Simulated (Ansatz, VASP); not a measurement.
Two plane-wave programs on ZnS

INCAR

```
SYSTEM = ZnS
PREC = Accurate
ENCUT = 520
EDIFF = 1E-6
ISMEAR = 0
SIGMA = 0.05
LREAL = .False.
LASPH = .True.
NELM = 80
ALGO = Normal
ISIF = 2
LWAVE = .False.
LCHARG = .False.
GGA = PE
NBANDS = 46
```

File KPOINTS:

```
regular mesh
0
Gamma
  8 8 2
  0 0 0
```

The input POSCAR:

```
ZnS
1.0
   -3.8467234434      0.0000000000      0.0000000000
   -1.9233617217     -3.3313602233      0.0000000000
   -4.8082119681     -2.7760224741     12.5902250239
Zn S
4 4
Direct
   -0.5468534141     -0.5468534141      0.6562503469
   -0.1302034141     -0.1302034141      0.1562503469
   -0.4218235539     -0.4218235539      0.9062245137
    0.3281597794      0.3281597794      0.4062245137
   -0.7028799652     -0.7028799652      0.8434896978
   -0.2862299652      0.7137700348      0.3434896978
    0.2551402599      0.2551402599      0.0938354415
    0.1718235933      0.1718235933      0.5938354415
```

Input for Ansatz:

```yaml
crystal:
  lattice:
    - [-3.8467234434, 0.0, 0.0]
    - [-1.9233617217, -3.3313602233, 0.0]
    - [-4.8082119681, -2.7760224741, 12.5902250239]
  atoms:
    - { symbol: Zn, position: [-0.5468534141, -0.5468534141, 0.6562503469] }
    - { symbol: Zn, position: [-0.1302034141, -0.1302034141, 0.1562503469] }
    - { symbol: Zn, position: [-0.4218235539, -0.4218235539, 0.9062245137] }
    - { symbol: Zn, position: [0.3281597794, 0.3281597794, 0.4062245137] }
    - { symbol: S, position: [-0.7028799652, -0.7028799652, 0.8434896978] }
    - { symbol: S, position: [-0.2862299652, 0.7137700348, 0.3434896978] }
    - { symbol: S, position: [0.2551402599, 0.2551402599, 0.0938354415] }
    - { symbol: S, position: [0.1718235933, 0.1718235933, 0.5938354415] }
basis:
  ecutwfc: 420
kpoints:
  mp_grid: { grid: [8, 8, 2] }
hamiltonian:
  xc: pbe
scf:
  occupations: { method: gaussian, width: 0.05 }
output:
  forces: true
  stress: true
  eigenvalues: true
```

Alike in both runs: task single point; functional PBE; k mesh 8 × 8 × 2; occupations gaussian, width 0.05 eV; no spin polarisation.

```csv
,VASP,Ansatz
version,VASP 6.6.1,Ansatz 0.2.0
potentials or method,"VASP PAW PBE potentials, release 64 (Zn, S), cutoff 520 eV","scalar-relativistic, plane waves, PAW"
valence electrons in the cell,72,72
```

|  | VASP | Ansatz | Ansatz less VASP |
| --- | --- | --- | --- |
| gap on the k mesh at the Fermi level (eV) | 1.63 | 1.63 | -0.004 |
| least direct gap on the mesh (eV) | 1.63 | 1.63 | -0.004 |
| pressure (GPa) | -0.2 | -0.3 | -0.14 |
| traceless stress, the component that is largest in VASP (GPa) | -2.02 | -2.02 | 0.000 |
| rms of the force components (eV/Å) | 0.223 | 0.223 | -0.0009 |

Atom by atom the forces differ by 0.003 eV/Å (rms over components).
